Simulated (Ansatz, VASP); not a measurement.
**Pt2S in VASP and in Ansatz**

The input INCAR:

```
SYSTEM = Pt2S
PREC     = Accurate       ! precision mode
ENCUT    = 600            ! plane-wave cutoff, eV
EDIFF    = 1E-6           ! SCF threshold, eV
ISMEAR   = 0              ! smearing method
SIGMA    = 0.1            ! smearing width, eV
LREAL    = .False.        ! projectors in reciprocal space
LASPH    = .True.         ! aspherical terms in the spheres
NELM     = 60             ! most SCF steps
ALGO     = Normal         ! electronic algorithm
ISIF     = 3              ! what is computed and relaxed
LWAVE    = .False.        ! write WAVECAR
LCHARG   = .False.        ! write CHGCAR
GGA      = PE             ! functional
IBRION   = 2              ! ionic algorithm
NSW      = 90             ! ionic steps
EDIFFG   = -0.04          ! ionic threshold
```

File KPOINTS:

```
regular mesh
0
Gamma
  8 8 8
  0 0 0
```

POSCAR

```
Pt2S
1.0
   -1.7166289832      1.7166289832      4.2111054745
    1.7166289832     -1.7166289832      4.2111054745
    1.7166289832      1.7166289832     -4.2111054745
Pt S
2 1
Direct
    0.6650000000      0.6650000000      0.0000000000
    0.3350000000      0.3350000000      0.0000000000
    0.0000000000      0.0000000000      0.0000000000
```

Input for Ansatz:

```yaml
crystal:
  lattice:
    - [-1.7166289832, 1.7166289832, 4.2111054745]
    - [1.7166289832, -1.7166289832, 4.2111054745]
    - [1.7166289832, 1.7166289832, -4.2111054745]
  atoms:
    - { symbol: Pt, position: [0.665, 0.665, 0.0] }
    - { symbol: Pt, position: [0.335, 0.335, 0.0] }
    - { symbol: S, position: [0.0, 0.0, 0.0] }
basis:
  ecutwfc: 420
kpoints:
  mp_grid: { grid: [8, 8, 8] }
hamiltonian:
  xc: pbe
scf:
  occupations: { method: gaussian, width: 0.1 }
  lower_state_search: "off"
output:
  forces: true
  stress: true
  eigenvalues: true
relax:
  adjacent_minimum: "off"
  f_tol: 0.04
  max_steps: 70
  cell: { stress_tol: 0.4 }
```

Alike in both runs: task relaxation of cell and atoms; functional PBE; k mesh 8 × 8 × 8; occupations gaussian, width 0.1 eV; no spin polarisation.

|  | VASP | Ansatz |
| --- | --- | --- |
| version | VASP 6.6.1 | Ansatz 0.2.0 |
| potentials or method | VASP PAW PBE potentials, release 64 (Pt, S), cutoff 600 eV | scalar-relativistic, plane waves, PAW |
| valence electrons in the cell | 26 | 42 |

```tsv
	VASP	Ansatz	Ansatz less VASP
gap on the k mesh at the Fermi level, each at its own relaxed structure (eV)	none	none	-
relaxed volume (Å³/atom)	15.23	15.27	+0.039
relaxed length of the cell vector where the two differ most in proportion (Å)	5.418	5.429	+0.0114
```

A gap of «none» marks a metal or a gap that the smearing closes. VASP's potentials hold 26 valence electrons a cell and Ansatz's 42, so a difference there can come from the potentials and not from the codes.

Neither program's run includes spin-orbit coupling.
